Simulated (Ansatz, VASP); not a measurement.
# Two plane-wave programs on TiAl

```
Ti Al
1.0
     2.72197    0.00000    0.00000
     0.00000    2.72197    0.00000
     0.00000    0.00000    4.13113
Ti Al
1 1
Direct
  0.00000 0.00000 0.00000
  0.50000 0.50000 0.50000
```

Alike in both runs: task single point; functional PBEsol; k mesh 16 × 16 × 16; occupations gaussian, width 0.15 eV; no spin polarisation.

|  | VASP | Ansatz |
| --- | --- | --- |
| version | VASP 6.6.1 | Ansatz 0.2.0 |
| potentials or method | VASP PAW PBE potentials, release 64 (Ti_sv, Al), cutoff 500 eV | scalar-relativistic, plane waves, PAW |
| valence electrons in the cell | 15 | 15 |

|  | VASP | Ansatz | Ansatz less VASP |
| --- | --- | --- | --- |
| gap on the k mesh at the Fermi level (eV) | none | none | - |
| pressure (GPa) | 3.9 | 3.9 | -0.05 |
| traceless stress, the component that is largest in VASP (GPa) | -3.22 | -3.26 | -0.040 |

VASP's potentials were made for PBE, not for PBEsol. A gap of «none» marks a metal or a gap that the smearing closes. With one functional, cell and mesh, what is left measures potentials, basis and numerics.
